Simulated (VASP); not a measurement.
MnS, 2 atoms in the cell. The structure is cubic, space group F-43m (No. 216). The conventional cell has a = 5.600 Å, b = 5.600 Å, c = 5.600 Å, α = 90.00°, β = 90.00°, γ = 90.00°. Within 3.2 Å of Mn (site symmetry -43m) lie 4 S at 2.42 Å. Within 3.2 Å of S (site symmetry -43m) lie 4 Mn at 2.42 Å. 

| Item | Value |
| --- | --- |
| Program | VASP 6.6.1 |
| Task | single point |
| Functional | LDA |
| Potentials or basis | VASP PAW LDA potentials, release 64 (Mn_pv, S) |
| Cutoff | 520 eV |
| k mesh | 9 × 9 × 9 |
| Occupations | fermi-dirac, width 0.1 eV |
| Spin | collinear spin, ferromagnetic start |
| Starting moments | [4.0, 0.0] μB |
| Hubbard terms | Mn d U = 6.0 eV |
| Dipole correction | no |
| Further INCAR settings | ALGO = Normal; EDIFF = 1e-06; NBANDS = 20 |

Potentials or basis: VASP PAW LDA potentials, release 64 (Mn_pv, S).

Run with:

```console
$ cat potpaw_LDA.64/Mn_pv/POTCAR potpaw_LDA.64/S/POTCAR > POTCAR
$ mpirun -np 1 vasp_std > vasp.out
```

Hardware: 1 thread of Intel Xeon 8259CL, on a shared host.

Q: Estimate the wall time of this run.

A: Wall time 110 s on 1 thread of Intel Xeon 8259CL (shared host), peak memory 0.18 GiB. Counts: scf iterations 15, k points 35.
